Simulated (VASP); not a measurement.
Wanted: the native input for a VASP 6.6.1 run.

```
Task                   : single point
Functional             : PBEsol
Potentials or basis    : VASP PAW PBE potentials, release 64 (Mg, O)
Cutoff                 : 520 eV
k mesh                 : 12 × 12 × 12
Occupations            : gaussian, width 0.05 eV
Spin                   : no spin polarisation
Dipole correction      : no
Further INCAR settings : ALGO = Normal; EDIFF = 1e-06; NBANDS = 14
```

The structure of MgO2 lies in POSCAR:

```
MgO2
1.0
    1.6448800414      0.9496719347      3.6686778186
   -1.6448800414      0.9496719347      3.6686778186
    0.0000000000     -1.8993438694      3.6686778186
Mg O
1 2
Direct
    0.0000000000      0.0000000000      0.0000000000
    0.4287860000      0.4287860000      0.4287860000
    0.5712140000      0.5712140000      0.5712140000
```

This cell differs from its parent crystal: strain +0.025 along x and y, +0.050 along z.

One way to write it, as run:

INCAR

```
  ALGO = Normal
  EDIFF = 1E-6
  ENCUT = 520
  GGA = PS
  ISIF = 2
  ISMEAR = 0
  LASPH = T
  LCHARG = T
  LELF = T
  LREAL = F
  LVHAR = T
  LWAVE = F
  NBANDS = 14
  NELM = 80
  PREC = Accurate
  SIGMA = 0.05
```

KPOINTS

```
k-points
0
Gamma
  12 12 12
```

Potentials or basis: VASP PAW PBE potentials, release 64 (Mg, O).

Launch:

```sh
$ cat potpaw_PBE.64/Mg/POTCAR potpaw_PBE.64/O/POTCAR > POTCAR
$ mpirun -np 1 vasp_std > vasp.out
```

It gave:

```json
{
  "Pressure": "-15.5 GPa",
  "Largest force": "0.894 eV/Å",
  "Band gap on the k mesh": "1.36 eV, direct"
}
```

Caveat: the cell differs from its parent crystal (strain +0.025 along x and y, +0.050 along z); the PAW data sets were made with another functional, which shifts forces and pressure a little.

Wall time 110 s on 1 thread of Intel(R) Xeon(R) Platinum 8488C (Sapphire Rapids) (shared host), peak memory 0.23 GiB.
